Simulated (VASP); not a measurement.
# Ru (P6_3/mmc) in VASP: notebook, part 2 of 2

VASP 6.6.1.

**3. Single point, r2SCAN**

The input, POSCAR:

```
Ru
1.0
    2.7059477279      0.0000000000      0.0000000000
   -1.3529738639      2.3434194737      0.0000000000
    0.0000000000      0.0000000000      4.2579056513
Ru
2
Direct
    0.3333333333      0.6666666667      0.2500000000
    0.6666666667      0.3333333333      0.7500000000
```

The input, INCAR.step1:

```
PREC = Accurate ; ENCUT = 520
ISMEAR = -1 ; SIGMA = 0.1
LREAL = F ; LASPH = T
NELM = 100 ; NBANDS = 21
GGA = PE ; ALGO = Normal
EDIFF = 1E-4 ; LWAVE = T
LCHARG = F
```

The input, INCAR.step2:

```
PREC = Accurate ; ENCUT = 520
EDIFF = 1E-6 ; ISMEAR = -1
SIGMA = 0.1 ; LREAL = F
LASPH = T ; NELM = 100
ALGO = Normal ; ISIF = 2
LWAVE = F ; LCHARG = F
METAGGA = R2SCAN ; LMIXTAU = T
NBANDS = 21 ; ISTART = 1
```

The input, KPOINTS:

```
Automatic mesh
0
Gamma
  3 3 2
```

Potentials or basis: VASP PAW PBE potentials, release 64 (Ru_pv).

Started as:

```sh
> cat potpaw_PBE.64/Ru_pv/POTCAR > POTCAR
> cp INCAR.step1 INCAR
> mpirun -np 1 vasp_std > vasp.out
> cp INCAR.step2 INCAR
> mpirun -np 1 vasp_std > vasp.out
```

OUTCAR:

```text
PREC = Accurate
   ENCUT = 520
   EDIFF = 1E-6
   ISMEAR = -1
   LREAL = F
   LASPH = T
   NELM = 100
   ISIF = 2
   METAGGA = R2SCAN
   ISTART = 1

 ion  position               nearest neighbor table
   1  0.333  0.667  0.250-   2 2.64   2 2.64   2 2.64   2 2.64   2 2.64   2 2.64
   2  0.667  0.333  0.750-   1 2.64   1 2.64   1 2.64   1 2.64   1 2.64   1 2.64

  LATTYP: Found a hexagonal cell.
 ALAT       =     2.7059477279
 C/A-ratio  =     1.5735358105

  Lattice vectors:

 A1 = (   2.7059477279,   0.0000000000,   0.0000000000)
 A2 = (  -1.3529738639,   2.3434194737,   0.0000000000)
 A3 = (   0.0000000000,   0.0000000000,   4.2579056513)

Analysis of symmetry for initial positions (statically):
=====================================================================
 Subroutine PRICEL returns:
 Original cell was already a primitive cell.

 Routine SETGRP: Setting up the symmetry group for a
 hexagonal supercell.

 Subroutine GETGRP returns: Found 24 space group operations
 (whereof 12 operations were pure point group operations)
 out of a pool of 24 trial point group operations.

The static configuration has the point symmetry D_3d.
 The point group associated with its full space group is D_6h.

Analysis of symmetry for dynamics (positions and initial velocities):
=====================================================================
 Subroutine PRICEL returns:
 Original cell was already a primitive cell.

 Routine SETGRP: Setting up the symmetry group for a
 hexagonal supercell.

 Subroutine GETGRP returns: Found 24 space group operations
 (whereof 12 operations were pure point group operations)
 out of a pool of 24 trial point group operations.

The dynamic configuration has the point symmetry D_3d.
 The point group associated with its full space group is D_6h.
[... 90 lines left out ...]
   PSTRESS=    0.0 pullay stress
   NELECT =      28.0000    total number of electrons
   NUPDOWN=      -1.0000    fix difference up-down
   EMIN   =  10.00;   EMAX   =-10.00  energy-range for DOS
   EFERMI =   0.00;   METHOD = LEGACY
   ISMEAR =    -1;   SIGMA  =   0.10  broadening in eV -4-tet -1-fermi 0-gaus
   EFERMI_NEDOS =   21; number of points for ismear=-14 and -15
   IALGO  =     38    algorithm
   IMIX   =      4    mixing-type and parameters
     AMIX     =   0.40;   BMIX     =  1.00
     AMIX_MAG =   1.60;   BMIX_MAG =  1.00
  volume/ion in A,a.u.               =      13.50        91.10
  Fermi-wavevector in a.u.,A,eV,Ry     =   1.657063  3.131395 37.359663  2.745858
  Thomas-Fermi vector in A             =   2.744880
   LORBIT       =      0    0 simple, 1 ext, 2 COOP (PROOUT), +10 PAW based schemes
   METAGGA = R2SCAN    functional components
   LHFCALC =     F    Hartree Fock is set to
   AEXX    =    0.0000 exact exchange contribution
   IVDW    =     0    specifies the selected vdW correction
   LEPSILON=     F    determine dielectric tensor
   LRPA    =     F    only Hartree local field effects (RPA)
 non-spin polarized calculation
  energy-cutoff  :      520.00
  volume of cell :       27.00
 maximum number of plane-waves:       732
 NGX is ok and might be reduce to    20
   NGX =  9   NGY =  9   NGZ = 15

 number of electron      28.0000003 magnetization

 Free energy of the ion-electron system (eV)
  ---------------------------------------------------
  ext. energy  EPLUGINS =         0.00000000
  ---------------------------------------------------
  free energy    TOTEN  =       -49.97239449 eV

  energy without entropy =      -49.89369930  energy(sigma->0) =      -49.93304690

 E-fermi :  13.2496     XC(G=0): -15.4525

 val. band max:       13.0265768640   @ k =   0.3333   0.0000   0.0000
 cond. band min:      13.3995956137   @ k =   0.0000   0.0000   0.5000
 fundamental gap:      0.3730187497
 Fermi energy:        13.2496304010

 k-point     1 :       0.0000    0.0000    0.0000
  band No.  band energies     occupation
      1     -32.3129      2.00000
      2     -31.2469      2.00000
      3     -31.2469      2.00000
      4     -31.0549      2.00000
      5     -31.0549      2.00000
      6     -31.0423      2.00000
[... 133 lines left out ...]
     20      21.6731      0.00000
     21      24.0311      0.00000

------------------------ aborting loop because EDIFF is reached ----------------------------------------

  FORCE on cell =-STRESS in cart. coord.  units (eV):
  Direction    XX          YY          ZZ          XY          YZ          ZX
  --------------------------------------------------------------------------------------
  -------------------------------------------------------------------------------------
  Total        4.7335469      4.7335469     -4.0428757      0.0000000     -0.0000000      0.0000000
  in kB      280.8871019    280.8871019   -239.9028990      0.0000000     -0.0000000      0.0000000
  external PRESSURE =     107.2904349 kB  Pullay stress =       0.0000000 kB

 VOLUME and BASIS-vectors are now :
 -----------------------------------------------------------------------------
  energy-cutoff  :      520.00
  volume of cell :       27.00
      direct lattice vectors                 reciprocal lattice vectors
     2.705947728  0.000000000  0.000000000     0.369556289  0.213363423  0.000000000
    -1.352973864  2.343419474  0.000000000     0.000000000  0.426726846  0.000000000
     0.000000000  0.000000000  4.257905651     0.000000000  0.000000000  0.234857247

 POSITION                                       TOTAL-FORCE (eV/Angst)
 -----------------------------------------------------------------------------------
     -0.00000      1.56228      1.06448         0.000000      0.000000      0.000000
      1.35297      0.78114      3.19343        -0.000000     -0.000000      0.000000
 -----------------------------------------------------------------------------------
    total drift:                               -0.000000      0.000000     -0.000000

  FREE ENERGIE OF THE ION-ELECTRON SYSTEM (eV)
  ---------------------------------------------------
  free  energy   TOTEN  =       -49.9723944938 eV

  energy  without entropy=      -49.8936992995  energy(sigma->0) =      -49.93304690
```

Run time: 30 s. Hardware: 1 thread of AMD EPYC 7R43 (Zen 3), shared host; peak memory 0.1 GiB.

What came out:

```yaml
Free_energy: -49.9724 eV
Pressure: 10.7 GPa
Band_gap_on_the_k_mesh: zero (band 14 reaches 13.92 eV, above the bottom of band 15 at 11.30 eV)
```

Stress tensor (GPa, compression positive):
```
 28.09   0.00   0.00
  0.00  28.09   0.00
  0.00   0.00 -23.99
```

Levels at points of the mesh, in eV from the Fermi level:
| k point | band 11 | band 12 | band 13 | band 14 | band 15 | band 16 | band 17 | band 18 |
| --- | --- | --- | --- | --- | --- | --- | --- | --- |
| (0.00, 0.00, 0.00) | -2.91 | -2.40 | -2.40 | -1.95 | -1.95 | 0.81 | 0.81 | 0.99 |
| (0.00, 0.00, 0.50) | -3.32 | -3.32 | -3.24 | -3.24 | 0.15 | 0.15 | 0.15 | 0.15 |

Caveat: the k points lie up to 0.89 Å⁻¹ apart; the PAW data sets were made with another functional, which shifts forces and pressure a little.

**4. Single point, r2SCAN**

POSCAR is that of step 3.

The input, INCAR.step1:

```
SYSTEM = Ru
ALGO = Normal
EDIFF = 1E-4
ENCUT = 520
GGA = PE
ISMEAR = -1
LASPH = .TRUE.
LCHARG = .FALSE.
LREAL = .FALSE.
LWAVE = .TRUE.
NBANDS = 21
NELM = 60
PREC = Accurate
SIGMA = 0.1
```

The input, INCAR.step2:

```
SYSTEM = Ru
ALGO = Normal
EDIFF = 1E-6
ENCUT = 520
ISIF = 2
ISMEAR = -1
ISTART = 1
LASPH = .TRUE.
LCHARG = .TRUE.
LELF = .TRUE.
LMIXTAU = .TRUE.
LREAL = .FALSE.
LVHAR = .TRUE.
LWAVE = .FALSE.
METAGGA = R2SCAN
NBANDS = 21
NELM = 60
PREC = Accurate
SIGMA = 0.1
```

The input, KPOINTS:

```
k-points
0
G
  5 5 3
  0 0 0
```

Started as:

```sh
> cat potpaw_PBE.64/Ru_pv/POTCAR > POTCAR
> cp INCAR.step1 INCAR
> mpirun -np 1 vasp_std > vasp.out
> cp INCAR.step2 INCAR
> mpirun -np 1 vasp_std > vasp.out
```

It took 38 s on 1 thread of AMD EPYC 7R43 (Zen 3), shared host; peak memory 0.1 GiB.

It converged, with:

| Item | Value |
| --- | --- |
| Free energy | -50.8967 eV |
| Pressure | 0.6 GPa |
| Band gap on the k mesh | zero (band 14 reaches 13.97 eV, above the bottom of band 15 at 11.37 eV) |

Stress tensor (GPa, compression positive):
```
-2.46  0.00  0.00
 0.00 -2.46  0.00
 0.00  0.00  6.75
```

Levels at points of the mesh, in eV from the Fermi level:
```
           k point  band 10  band 11  band 12  band 13  band 14  band 15  band 16  band 17  band 18  band 19
(0.00, 0.00, 0.00)    -2.78    -2.51    -2.05    -2.05    -1.55    -1.55     1.22     1.22     1.37     8.53
```

Caveat: the k points lie up to 0.54 Å⁻¹ apart; the PAW data sets were made with another functional, which shifts forces and pressure a little.

**5. Single point, r2SCAN**

POSCAR is that of step 4.

INCAR.step1, as its differences from that of step 4:

```diff
@@ -11,3 +11,3 @@
 NBANDS = 21
-NELM = 60
+NELM = 80
 PREC = Accurate
```

The input, INCAR.step2:

```
SYSTEM = Ru
ALGO = Normal
EDIFF = 1E-6
ENCUT = 520
ISIF = 2
ISMEAR = -1
ISTART = 1
LASPH = .TRUE.
LCHARG = .FALSE.
LMIXTAU = .TRUE.
LREAL = .FALSE.
LWAVE = .FALSE.
METAGGA = R2SCAN
NBANDS = 21
NELM = 80
PREC = Accurate
SIGMA = 0.1
```

The input, KPOINTS:

```
k-points
0
G
  6 6 4
  0 0 0
```

Started as:

```sh
> cat potpaw_PBE.64/Ru_pv/POTCAR > POTCAR
> cp INCAR.step1 INCAR
> mpirun -np 1 vasp_std > vasp.out
> cp INCAR.step2 INCAR
> mpirun -np 1 vasp_std > vasp.out
```

Run time: 57 s. Hardware: 1 thread of AMD EPYC 7R43 (Zen 3), shared host; peak memory 0.1 GiB.

The run converged. Its results:

```
Free energy            : -50.8234 eV
Pressure               : 2.5 GPa
Band gap on the k mesh : zero (band 14 reaches 14.30 eV, above the bottom of band 15 at 11.31 eV)
```

Stress tensor (GPa, compression positive):
```
3.69 0.00 0.00
0.00 3.69 0.00
0.00 0.00 0.09
```

Levels at points of the mesh, in eV from the Fermi level:
| k point | band 10 | band 11 | band 12 | band 13 | band 14 | band 15 | band 16 | band 17 | band 18 | band 19 |
| --- | --- | --- | --- | --- | --- | --- | --- | --- | --- | --- |
| (0.00, 0.00, 0.00) | -2.94 | -2.70 | -2.22 | -2.22 | -1.74 | -1.74 | 1.02 | 1.02 | 1.21 | 8.18 |
| (0.50, 0.00, 0.00) | -3.44 | -2.38 | -2.12 | -1.78 | 1.24 | 1.69 | 1.80 | 4.04 | 6.22 | 8.18 |
| (0.00, 0.00, 0.50) | -3.14 | -3.14 | -3.14 | -3.03 | -3.03 | 0.35 | 0.35 | 0.35 | 0.35 | 8.18 |
| (0.50, 0.00, 0.50) | -4.98 | -1.36 | -1.36 | 0.25 | 0.25 | 1.52 | 1.52 | 3.34 | 3.34 | 8.18 |

Caveat: the k points lie up to 0.45 Å⁻¹ apart; the PAW data sets were made with another functional, which shifts forces and pressure a little.

**6. Single point, r2SCAN**

POSCAR is that of step 5.

The input, INCAR.step1:

```
SYSTEM = Ru
PREC = Accurate ; ENCUT = 520
ISMEAR = -1 ; SIGMA = 0.1
LREAL = .False. ; LASPH = .True.
NELM = 100 ; NBANDS = 21
GGA = PE ; ALGO = Normal
EDIFF = 1E-4 ; LWAVE = .True.
LCHARG = .False.
```

The input, INCAR.step2:

```
SYSTEM = Ru
PREC = Accurate ; ENCUT = 520
EDIFF = 1E-6 ; ISMEAR = -1
SIGMA = 0.1 ; LREAL = .False.
LASPH = .True. ; NELM = 100
ALGO = Normal ; ISIF = 2
LWAVE = .False. ; LCHARG = .False.
METAGGA = R2SCAN ; LMIXTAU = .True.
NBANDS = 21 ; ISTART = 1
```

The input, KPOINTS:

```
Automatic mesh
0
Gamma
  8 8 5
  0 0 0
```

Potentials or basis: VASP PAW PBE potentials, release 64 (Ru_pv).

Started as:

```sh
> cat potpaw_PBE.64/Ru_pv/POTCAR > POTCAR
> cp INCAR.step1 INCAR
> mpirun -np 1 vasp_std > vasp.out
> cp INCAR.step2 INCAR
> mpirun -np 1 vasp_std > vasp.out
```

Wall time 75 s (1 thread of AMD EPYC 7R43 (Zen 3), shared host); peak memory 0.11 GiB.

It converged, with:

```
Free energy            : -50.9166 eV
Pressure               : 1.1 GPa
Band gap on the k mesh : zero (band 14 reaches 14.39 eV, above the bottom of band 15 at 11.27 eV)
```

Stress tensor (GPa, compression positive):
```
0.38 0.00 0.00
0.00 0.38 0.00
0.00 0.00 2.40
```

Levels at points of the mesh, in eV from the Fermi level:
| k point | band 11 | band 12 | band 13 | band 14 | band 15 | band 16 | band 17 | band 18 |
| --- | --- | --- | --- | --- | --- | --- | --- | --- |
| (0.00, 0.00, 0.00) | -2.46 | -1.97 | -1.97 | -1.48 | -1.48 | 1.28 | 1.28 | 1.46 |
| (0.50, 0.00, 0.00) | -2.13 | -1.87 | -1.53 | 1.49 | 1.94 | 2.06 | 4.29 | 6.47 |

Caveat: the PAW data sets were made with another functional, which shifts forces and pressure a little.

**7. Overview**

```csv
k mesh,gap on the mesh (eV),pressure (GPa)
2 × 2 × 1,none,8.9
3 × 3 × 2,none,10.7
5 × 5 × 3,none,0.6
6 × 6 × 4,none,2.5
8 × 8 × 5,none,1.1
```

Alike in all rows: task single point; level r2SCAN; potentials or basis VASP PAW PBE potentials, release 64 (Ru_pv); no spin polarisation; cell as given; cutoff (eV) 520; smearing fermi-dirac 0.1 eV.

Caveats: some runs use coarse meshes; the PAW data sets were made with another functional, which shifts forces and pressure a little.

Total energies depend on the potentials used, so only differences within one code and one set of settings carry meaning.
